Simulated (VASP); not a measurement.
## GaP: single point with PBE

**The experiment to reproduce.**

From “Stacking defects in GaP nanowires: Electronic structure and optical properties”, 2018, arxiv:1810.01194, for a bulk crystal of GaP at 10 K: band gap 2.34 eV (indirect).

The system is GaP.

```
Ga P
1.0
     0.00000    2.72525    2.72525
     2.72525    0.00000    2.72525
     2.72525    2.72525    0.00000
Ga P
1 1
Direct
  0.00000 0.00000 0.00000
  0.75000 0.75000 0.75000
```

```
Program                : VASP 6.6.1
Task                   : single point
Functional             : PBE
Potentials or basis    : VASP PAW PBE potentials, release 64 (Ga_d, P)
Cutoff                 : 520 eV
k mesh                 : 7 × 7 × 7
Occupations            : gaussian, width 0.1 eV
Spin                   : no spin polarisation
Dipole correction      : no
Further INCAR settings : ALGO = Normal; EDIFF = 1e-07; NBANDS = 16
```

* Pressure: 2.5 GPa
* Band gap on the k mesh: 1.59 eV, indirect (least direct gap 1.83 eV)

Levels at points of the mesh, in eV from the valence-band top:
| k point | band 5 | band 6 | band 7 | band 8 | band 9 | band 10 | band 11 | band 12 | band 13 | band 14 |
| --- | --- | --- | --- | --- | --- | --- | --- | --- | --- | --- |
| (0.00, 0.00, 0.00) | -14.45 | -12.49 | 0.00 | 0.00 | 0.00 | 1.83 | 3.89 | 3.89 | 3.89 | 8.81 |

Wall time 9.2 s on 1 thread of Intel(R) Xeon(R) 6975P-C (Granite Rapids), with other jobs on the host, peak memory 0.16 GiB.

A measured gap of GaP is 2.34 eV (indirect; 10 K; quoted in “Stacking defects in GaP nanowires: Electronic structure and optical properties”, 2018, arxiv:1810.01194); the calculated 1.59 eV misses it by -0.75 eV. Spin-orbit coupling on Ga is left out. The value is that of PBE on a finite k mesh, which can miss the band edges, without temperature or zero-point motion. Semilocal functionals fall short of measured gaps as a rule.
